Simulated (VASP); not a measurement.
# S (I4/mmm) in VASP: single point with PBEsol

Aim: the single point of S with PBEsol.

Everything below comes from runs of VASP 6.6.1. Logs are shortened: lines on timing, memory, paths and dates and some standing lists are left out, and cuts for length are marked.

## (1) The cell of the first run

It takes space group I4/mmm (No. 139, tetragonal). Conventional cell: a = 2.336 Å, b = 2.336 Å, c = 6.933 Å, α = 90.00°, β = 90.00°, γ = 90.00°. S (site symmetry 4/mmm) has 4 S at 2.34 Å within 3.1 Å.

## (2) Single point, PBEsol

Input file INCAR:

```
SYSTEM = S
PREC     = Accurate       ! precision mode
ENCUT    = 520            ! plane-wave cutoff, eV
EDIFF    = 1E-6           ! SCF threshold, eV
ISMEAR   = 0              ! smearing method
SIGMA    = 0.1            ! smearing width, eV
LREAL    = .False.        ! projectors in reciprocal space
LASPH    = .True.         ! aspherical terms in the spheres
NELM     = 60             ! most SCF steps
ALGO     = Normal         ! electronic algorithm
ISIF     = 2              ! what is computed and relaxed
LWAVE    = .False.        ! write WAVECAR
LCHARG   = .False.        ! write CHGCAR
GGA      = PS             ! functional
NBANDS   = 9              ! bands
```

Input file KPOINTS:

```
Automatic mesh
0
Gamma
  8 8 8
  0 0 0
```

Input file POSCAR:

```
S
1.0
   -1.1679942300      1.1679942300      3.4665285784
    1.1679942300     -1.1679942300      3.4665285784
    1.1679942300      1.1679942300     -3.4665285784
S
1
Direct
    0.0000000000      0.0000000000      0.0000000000
```

Potentials or basis: VASP PAW PBE potentials, release 64 (S).

Launch:

```console
$ cat potpaw_PBE.64/S/POTCAR > POTCAR
$ mpirun -np 1 vasp_std > vasp.out
```

OUTCAR:

```text
SYSTEM = S
   PREC = Accurate
   ENCUT = 520
   EDIFF = 1E-6
   ISMEAR = 0
   LREAL = .False.
   LASPH = .True.
   NELM = 60
   ISIF = 2
   GGA = PS

 ion  position               nearest neighbor table
   1  0.000  0.000  0.000-

  LATTYP: Found a body centered tetragonal cell.
 ALAT       =     2.3359884600
 C/A-ratio  =     2.9679329652

  Lattice vectors:

 A1 = (  -1.1679942300,   1.1679942300,   3.4665285784)
 A2 = (   1.1679942300,  -1.1679942300,   3.4665285784)
 A3 = (   1.1679942300,   1.1679942300,  -3.4665285784)

Analysis of symmetry for initial positions (statically):
=====================================================================
 Subroutine PRICEL returns:
 Original cell was already a primitive cell.

 Routine SETGRP: Setting up the symmetry group for a
 body centered tetragonal supercell.

 Subroutine GETGRP returns: Found 16 space group operations
 (whereof 16 operations were pure point group operations)
 out of a pool of 16 trial point group operations.

The static configuration has the point symmetry D_4h.

Analysis of symmetry for dynamics (positions and initial velocities):
=====================================================================
 Subroutine PRICEL returns:
 Original cell was already a primitive cell.

 Routine SETGRP: Setting up the symmetry group for a
 body centered tetragonal supercell.

 Subroutine GETGRP returns: Found 16 space group operations
 (whereof 16 operations were pure point group operations)
 out of a pool of 16 trial point group operations.

The dynamic configuration has the point symmetry D_4h.

 Subroutine INISYM returns: Found 16 space group operations
 (whereof 16 operations are pure point group operations),
 and found     1 'primitive' translations

----------------------------------------------------------------------------------------

                                     Primitive cell

  volume of cell :      18.9163

  direct lattice vectors                    reciprocal lattice vectors
    -1.167994230  1.167994230  3.466528578     0.000000000  0.428084307  0.144236515
     1.167994230 -1.167994230  3.466528578     0.428084307  0.000000000  0.144236515
     1.167994230  1.167994230 -3.466528578     0.428084307  0.428084307  0.000000000

  length of vectors
     3.839953311  3.839953311  3.839953311     0.451730390  0.451730390  0.605402632

  position of ions in fractional coordinates (direct lattice)
     0.000000000  0.000000000  0.000000000

  ion indices of the primitive-cell ions
   primitive index   ion index
                 1           1

----------------------------------------------------------------------------------------

 KPOINTS: Automatic mesh

Automatic generation of k-mesh.
 Grid dimensions read from file:
 generate k-points for:    8    8    8

 Generating k-lattice:

  Cartesian coordinates                     Fractional coordinates (reciprocal lattice)
     0.000000000  0.053510538  0.018029564     0.125000000  0.000000000  0.000000000
     0.053510538  0.000000000  0.018029564     0.000000000  0.125000000  0.000000000
     0.053510538  0.053510538  0.000000000     0.000000000  0.000000000  0.125000000

  Length of vectors
     0.056466299  0.056466299  0.075675329

  Shift w.r.t. Gamma in fractional coordinates (k-lattice)
     0.000000000  0.000000000  0.000000000

 Subroutine IBZKPT returns following result:
 ===========================================

 Found     59 irreducible k-points:

 Following reciprocal coordinates:
            Coordinates               Weight
  0.000000  0.000000  0.000000      1.000000
  0.125000 -0.000000  0.000000      8.000000
  0.250000 -0.000000  0.000000      8.000000
  0.375000 -0.000000  0.000000      8.000000
  0.500000 -0.000000  0.000000      4.000000
  0.125000  0.125000  0.000000      8.000000
[... 16 lines left out ...]
  0.250000  0.125000  0.125000     16.000000
  0.375000  0.125000  0.125000      8.000000
 [... further k-points ...]
   k-points           NKPTS =     59   k-points in BZ     NKDIM =     59   number of bands    NBANDS=      9
   number of dos      NEDOS =    301   number of ions     NIONS =      1
   total plane-waves  NPLWV =  27000
   dimension x,y,z NGX =    30 NGY =   30 NGZ =   30
   dimension x,y,z NGXF=    60 NGYF=   60 NGZF=   60
   ions per type =               1
   NGX,Y,Z   is equivalent  to a cutoff of  12.99, 12.99, 12.99 a.u.
   NGXF,Y,Z  is equivalent  to a cutoff of  25.98, 25.98, 25.98 a.u.
 SYSTEM =  S
   PREC   = accura    normal or accurate (medium, high low for compatibility)
   ISTART =      0    job   : 0-new  1-cont  2-samecut
   ICHARG =      2    charge: 1-file 2-atom 10-const
   ISPIN  =      1    spin polarized calculation?
   LNONCOLLINEAR =      F non collinear calculations
   LSORBIT =      F    spin-orbit coupling
   LASPH  =      T    aspherical Exc in radial PAW
   ENCUT  =  520.0 eV  38.22 Ry    6.18 a.u.   7.14  7.14  7.14*2*pi/ulx,y,z
   NELM   =     60;   NELMIN=  2; NELMDL= -5     # of ELM steps
   EDIFF  = 0.1E-05   stopping-criterion for ELM
   LREAL  =      F    real-space projection
   EDIFFG = 0.1E-04   stopping-criterion for IOM
   NSW    =      0    number of steps for IOM
   IBRION =     -1    ionic relax: 0-MD 1-quasi-New 2-CG
   NFREE  =      0    steps in history (QN), initial steepest desc. (CG)
   ISIF   =      2    stress and relaxation
   ISYM   =      2    0-nonsym 1-usesym 2-fastsym
   POTIM  = 0.5000    time-step for ionic-motion
   TEBEG  =    0.0;   TEEND  =   0.0 temperature during run
   PSTRESS=    0.0 pullay stress
   NELECT =       6.0000    total number of electrons
   NUPDOWN=      -1.0000    fix difference up-down
   EMIN   =  10.00;   EMAX   =-10.00  energy-range for DOS
   EFERMI =   0.00;   METHOD = LEGACY
   ISMEAR =     0;   SIGMA  =   0.10  broadening in eV -4-tet -1-fermi 0-gaus
   EFERMI_NEDOS =   21; number of points for ismear=-14 and -15
   IALGO  =     38    algorithm
   IMIX   =      4    mixing-type and parameters
     AMIX     =   0.40;   BMIX     =  1.00
     AMIX_MAG =   1.60;   BMIX_MAG =  1.00
  volume/ion in A,a.u.               =      18.92       127.65
  Fermi-wavevector in a.u.,A,eV,Ry     =   1.116469  2.109820 16.959692  1.246502
  Thomas-Fermi vector in A             =   2.253083
   LORBIT       =      0    0 simple, 1 ext, 2 COOP (PROOUT), +10 PAW based schemes
   GGA     = PS    functional components
   LHFCALC =     F    Hartree Fock is set to
   AEXX    =    0.0000 exact exchange contribution
   IVDW    =     0    specifies the selected vdW correction
   LEPSILON=     F    determine dielectric tensor
   LRPA    =     F    only Hartree local field effects (RPA)
 non-spin polarized calculation
 Gauss-broadening in eV      SIGMA  =   0.10
  energy-cutoff  :      520.00
  volume of cell :       18.92
 maximum number of plane-waves:       529
 NGX is ok and might be reduce to    30
   NGX = 15   NGY = 15   NGZ = 15

 number of electron       6.0000000 magnetization

 Free energy of the ion-electron system (eV)
  ---------------------------------------------------
  ext. energy  EPLUGINS =         0.00000000
  ---------------------------------------------------
  free energy    TOTEN  =        -4.00922915 eV

  energy without entropy =       -4.00449687  energy(sigma->0) =       -4.00686301

 E-fermi :   5.2364     XC(G=0): -10.0507

 val. band max:        5.2169864138   @ k =   0.3750   0.2500   0.0000
 cond. band min:       5.2935889851   @ k =   0.2500   0.1250   0.1250
 fundamental gap:      0.0766025713
 Fermi energy:         5.2364111777

 k-point     1 :       0.0000    0.0000    0.0000
  band No.  band energies     occupation
      1     -11.9501      2.00000
      2       1.6182      2.00000
      3       9.0827      0.00000
      4      10.0849      0.00000
      5      10.0849      0.00000
      6      14.0937      0.00000
      7      20.1394      0.00000
      8      24.3498      0.00000
      9      24.3498      0.00000

 k-point     2 :       0.1250   -0.0000    0.0000
  band No.  band energies     occupation
      1     -11.5611      2.00000
      2       1.7838      2.00000
      3       6.9211      0.00000
      4       9.7547      0.00000
      5      10.3379      0.00000
      6      16.2350      0.00000
      7      20.1354      0.00000
      8      21.8556      0.00000
      9      24.7168      0.00000

 k-point     3 :       0.2500   -0.0000    0.0000
  band No.  band energies     occupation
      1     -10.4212      2.00000
      2       2.2992      2.00000
      3       2.6209      2.00000
      4      11.0368      0.00000
      5      11.4799      0.00000
      6      15.7309      0.00000
      7      18.0709      0.00000
      8      25.6915      0.00000
      9      25.8504      0.00000

 k-point     4 :       0.3750   -0.0000    0.0000
  band No.  band energies     occupation
      1      -8.6776      2.00000
      2      -1.1819      2.00000
      3       3.1789      2.00000
      4      11.4539      0.00000
      5      11.9290      0.00000
      6      15.2747      0.00000
      7      19.4564      0.00000
      8      23.2277      0.00000
      9      24.7527      0.00000
[... 205 lines left out ...]
 k-point    22 :       0.1250    0.1250    0.1250
  band No.  band energies     occupation
      1      -8.9465      2.00000
      2       2.9955      2.00000
      3       3.5252      2.00000
      4       4.8794      2.00000
      5      12.9656      0.00000
      6      17.0378      0.00000
      7      17.1812      0.00000
      8      18.6242      0.00000
      9      26.1414      0.00000

 k-point    23 :       0.2500    0.1250    0.1250
  band No.  band energies     occupation
      1      -7.2028      2.00000
      2       0.0136      2.00000
      3       4.3866      2.00000
      4       5.2936      0.41874
      5      12.9829      0.00000
      6      14.6816      0.00000
      7      16.9206      0.00000
      8      19.3741      0.00000
      9      24.8654      0.00000

 k-point    24 :       0.3750    0.1250    0.1250
  band No.  band energies     occupation
      1      -5.8482      2.00000
      2      -1.9694      2.00000
      3       4.9223      1.99999
      4       5.9132      0.00000
      5      11.7981      0.00000
      6      13.4599      0.00000
      7      19.0720      0.00000
      8      20.4279      0.00000
      9      22.4636      0.00000

 [... further k-points ...]
[... 5 lines left out ...]
  --------------------------------------------------------------------------------------
  -------------------------------------------------------------------------------------
  Total        0.0011832      0.0011832      0.0107860      0.0000000     -0.0000000      0.0000000
  in kB        0.1002155      0.1002155      0.9135579      0.0000000     -0.0000000      0.0000000
  external PRESSURE =       0.3713297 kB  Pullay stress =       0.0000000 kB

 VOLUME and BASIS-vectors are now :
 -----------------------------------------------------------------------------
  energy-cutoff  :      520.00
  volume of cell :       18.92
      direct lattice vectors                 reciprocal lattice vectors
    -1.167994230  1.167994230  3.466528578     0.000000000  0.428084307  0.144236515
     1.167994230 -1.167994230  3.466528578     0.428084307  0.000000000  0.144236515
     1.167994230  1.167994230 -3.466528578     0.428084307  0.428084307  0.000000000

 POSITION                                       TOTAL-FORCE (eV/Angst)
 -----------------------------------------------------------------------------------
      0.00000      0.00000      0.00000         0.000000      0.000000      0.000000
 -----------------------------------------------------------------------------------
    total drift:                               -0.000000      0.000000     -0.000000

  FREE ENERGIE OF THE ION-ELECTRON SYSTEM (eV)
  ---------------------------------------------------
  free  energy   TOTEN  =        -4.0092291502 eV

  energy  without entropy=       -4.0044968710  energy(sigma->0) =       -4.00686301
```

Run time: 21 s. Hardware: 1 thread of Intel Xeon Platinum 8375C at 2.90GHz (Ice Lake), shared host; peak memory 0.16 GiB.

What came out:

| Property | Result |
| --- | --- |
| Free energy | -4.0092 eV |
| Pressure | 0.0 GPa |
| Band gap on the k mesh | zero (band 3 reaches 10.03 eV, above the bottom of band 4 at 4.63 eV) |

Stress tensor (GPa, compression positive):
```
0.01 0.00 0.00
0.00 0.01 0.00
0.00 0.00 0.09
```

Caveat: the k points lie up to 0.48 Å⁻¹ apart; the PAW data sets were made with another functional, which shifts forces and pressure a little.
